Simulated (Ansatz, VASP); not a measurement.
# SiC in VASP and in Ansatz

File INCAR:

```
SYSTEM = SiC
ALGO = Normal
EDIFF = 1E-6
ENCUT = 520
GGA = PE
ISIF = 2
ISMEAR = 0
LASPH = .TRUE.
LCHARG = .FALSE.
LREAL = .FALSE.
LWAVE = .FALSE.
NBANDS = 26
NELM = 100
PREC = Accurate
SIGMA = 0.05
```

KPOINTS

```
k-points
0
G
  12 12 4
  0 0 0
```

The input POSCAR:

```
SiC
1.0
    3.0219000000      0.0000000000      0.0000000000
   -1.5109500000      2.6170421677      0.0000000000
    0.0000000000      0.0000000000      9.3188000000
Si C
4 4
Direct
    0.6666666667      0.3333333333      0.9378436843
    0.3333333333      0.6666666667      0.4378436843
    0.0000000000      0.0000000000      0.6878989045
    0.0000000000      0.0000000000      0.1878989045
    0.6666666667      0.3333333333      0.7498087506
    0.3333333333      0.6666666667      0.2498087506
    0.0000000000      0.0000000000      0.5004476606
    0.0000000000      0.0000000000      0.0004476606
```

Input for Ansatz:

```yaml
crystal:
  lattice:
    - [3.0219, 0.0, 0.0]
    - [-1.51095, 2.6170421677, 0.0]
    - [0.0, 0.0, 9.3188]
  atoms:
    - { symbol: Si, position: [0.6666666667, 0.3333333333, 0.9378436843] }
    - { symbol: Si, position: [0.3333333333, 0.6666666667, 0.4378436843] }
    - { symbol: Si, position: [0.0, 0.0, 0.6878989045] }
    - { symbol: Si, position: [0.0, 0.0, 0.1878989045] }
    - { symbol: C, position: [0.6666666667, 0.3333333333, 0.7498087506] }
    - { symbol: C, position: [0.3333333333, 0.6666666667, 0.2498087506] }
    - { symbol: C, position: [0.0, 0.0, 0.5004476606] }
    - { symbol: C, position: [0.0, 0.0, 0.0004476606] }
basis:
  ecutwfc: 520.0
kpoints:
  mp_grid: { grid: [12, 12, 4] }
hamiltonian:
  xc: pbe
  pseudopotentials: { kind: paw, azcp: { folder: soft_1 } }
scf:
  occupations: { method: gaussian, width: 0.05 }
output:
  forces: true
  stress: true
  eigenvalues: true
```

Alike in both runs: task single point; functional PBE; k mesh 12 × 12 × 4; occupations gaussian, width 0.05 eV; no spin polarisation.

```csv
,VASP,Ansatz
version,VASP 6.6.1,Ansatz 0.2.0
potentials or method,"VASP PAW PBE potentials, release 64 (Si, C), cutoff 520 eV","scalar-relativistic, plane waves, PAW"
valence electrons in the cell,32,32
```

```csv
,VASP,Ansatz,Ansatz less VASP
gap on the k mesh at the Fermi level (eV),1.95,1.95,+0.008
least direct gap on the mesh (eV),3.18,3.19,+0.008
rms of the force components (eV/Å),0.750,0.752,+0.0022
```

Atom by atom the forces differ by 0.002 eV/Å (rms over components).
